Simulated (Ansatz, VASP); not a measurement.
**In3Bi2 in VASP and in Ansatz**

```
In Bi
1.0
     3.50738    0.00000    0.00000
    -1.75369    3.03748    0.00000
     0.00000    0.00000   13.87369
In Bi
3 2
Cartesian
  1.7537 1.0125 11.2223
  0.0000 0.0000 0.0000
  0.0000 2.0250 2.6514
  1.7537 1.0125 5.4104
  0.0000 2.0250 8.4632
```

Alike in both runs: functional PBE; k mesh 12 × 12 × 4; occupations gaussian, width 0.1 eV; no spin polarisation.

Ansatz relaxed the structure, and its values are those at the end. VASP's run is a single point on that final structure, the one shown.

```csv
,VASP,Ansatz
version,VASP 6.6.1,Ansatz 0.2.0
potentials or method,"VASP PAW PBE potentials, release 64 (In_d, Bi_d), cutoff 520 eV","scalar-relativistic, plane waves, PAW"
valence electrons in the cell,69,69
```

|  | VASP | Ansatz | Ansatz less VASP |
| --- | --- | --- | --- |
| gap on the k mesh at the Fermi level (eV) | none | none | - |
| pressure (GPa) | 0.0 | 0.0 | +0.02 |

A gap of «none» marks a metal or a gap that the smearing closes.

Spin-orbit coupling is off throughout.
